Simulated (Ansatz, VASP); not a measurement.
# One calculation of Zn, two programs

```xyz
1
Lattice="-0.0459 1.9643 2.0561 1.9643 -0.0459 2.0561 1.9185 1.9185 0.0000" Properties=species:S:1:pos:R:3 pbc="T T T"
Zn    0.0000    0.0000    0.0000
```

Change from the starting cell: engineering shear strain xy -0.0467, normal strain along z +0.0467.

Alike in both runs: task single point; functional PBE; k mesh 20 × 20 × 20; occupations gaussian, width 0.15 eV; no spin polarisation.

```csv
,VASP,Ansatz
version,VASP 6.6.1,Ansatz 0.2.0
potentials or method,"VASP PAW PBE potentials, release 64 (Zn), cutoff 520 eV","scalar-relativistic, plane waves, PAW"
valence electrons in the cell,12,12
```

|  | VASP | Ansatz | Ansatz less VASP |
| --- | --- | --- | --- |
| gap on the k mesh at the Fermi level (eV) | none | none | - |
| pressure (GPa) | -2.4 | -2.6 | -0.24 |
| traceless stress, the component that is largest in VASP (GPa) | -2.03 | -2.02 | +0.012 |

A gap of «none» marks a metal or a gap that the smearing closes.
